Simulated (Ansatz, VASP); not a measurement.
# Si2Mo: VASP beside Ansatz

```xyz
3
Lattice="-1.5692 1.6085 3.9205 1.6479 -1.6085 3.9527 1.5692 1.6085 -3.9205" Properties=species:S:1:pos:R:3 pbc="T T T"
Si    0.0264    0.0000    2.6384
Si    0.0523    0.0000    5.2347
Mo    0.0000    0.0000    0.0000
```

Change from the starting cell: strain e5 = +0.02, atoms carried along.

Alike in both runs: task single point; functional PBE; k mesh 14 × 14 × 14; occupations gaussian, width 0.05 eV; no spin polarisation.

```csv
,VASP,Ansatz
version,VASP 6.6.1,Ansatz 0.2.0
potentials or method,"VASP PAW PBE potentials, release 64 (Si, Mo_sv), cutoff 520 eV","scalar-relativistic, plane waves, PAW"
valence electrons in the cell,22,22
```

```tsv
	VASP	Ansatz	Ansatz less VASP
gap on the k mesh at the Fermi level (eV)	none	none	-
pressure (GPa)	0.2	0.1	-0.16
traceless stress, the component that is largest in VASP (GPa)	-3.91	-3.91	-0.001
rms of the force components (eV/Å)	0.015	0.015	-0.0006
```

Atom by atom the forces differ by 0.002 eV/Å (rms over components). A gap of «none» marks a metal or a gap that the smearing closes.
